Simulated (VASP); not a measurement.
Write the native input for VASP 6.6.1 that does the following.

```yaml
Task: single point
Functional: HSE06
Potentials_or_basis: VASP PAW PBE potentials, release 64 (Na_pv, H)
Cutoff: 520 eV
k_mesh: 6 × 6 × 6
Occupations: fermi-dirac, width 0.02 eV
Spin: no spin polarisation
Dipole_correction: no
Grid_for_exact_exchange_PRECFOCK: Normal
Further_INCAR_settings: ALGO = Normal; EDIFF = 1e-07; NBANDS = 11
Share_of_exact_exchange: 0.25
Screening_parameter: 0.2079 1/Å
```

NaH:

```
CELL_PARAMETERS angstrom
0.00000 2.40210 2.40210
2.40210 0.00000 2.40210
2.40210 2.40210 0.00000
ATOMIC_POSITIONS crystal
Na 0.00000 0.00000 0.00000
H 0.50000 0.50000 0.50000
```

These files were run (other wordings do the same):

POSCAR

```
NaH
1.0
    0.0000000000      2.4021031693      2.4021031693
    2.4021031693      0.0000000000      2.4021031693
    2.4021031693      2.4021031693      0.0000000000
Na H
1 1
Direct
    0.0000000000      0.0000000000      0.0000000000
    0.5000000000      0.5000000000      0.5000000000
```

INCAR.step1

```
SYSTEM = NaH
  PREC = Accurate
  ENCUT = 520
  EDIFF = 1E-5
  ISMEAR = -1
  SIGMA = 0.02
  LREAL = .False.
  LASPH = .True.
  NELM = 80
  ALGO = Normal
  ISIF = 2
  LWAVE = .True.
  LCHARG = .False.
  GGA = PE
  NBANDS = 11
```

INCAR.step2

```
SYSTEM = NaH
  PREC = Accurate
  ENCUT = 520
  EDIFF = 1E-7
  ISMEAR = -1
  SIGMA = 0.02
  LREAL = .False.
  LASPH = .True.
  NELM = 80
  ALGO = Normal
  ISIF = 2
  LWAVE = .False.
  LCHARG = .False.
  GGA = PE
  LHFCALC = .True.
  HFSCREEN = 0.2079
  PRECFOCK = Normal
  ISTART = 1
  NBANDS = 11
```

KPOINTS

```
regular mesh
0
Gamma
  6 6 6
  0 0 0
```

Potentials or basis: VASP PAW PBE potentials, release 64 (Na_pv, H).

The run is started by

```console
$ cat potpaw_PBE.64/Na_pv/POTCAR potpaw_PBE.64/H/POTCAR > POTCAR
$ cp INCAR.step1 INCAR
$ mpirun -np 1 vasp_std > vasp.out
$ cp INCAR.step2 INCAR
$ mpirun -np 1 vasp_std > vasp.out
```

Results of the run:

| Property | Result |
| --- | --- |
| Pressure | 0.0 GPa |
| Band gap on the k mesh | 4.88 eV (least direct gap 5.79 eV) |

Caveat: the PAW data sets were made with another functional, which shifts forces and pressure a little.

It took 3.6 min on 1 thread of Intel(R) Xeon(R) 6975P-C (Granite Rapids) (shared host), peak memory 0.25 GiB.
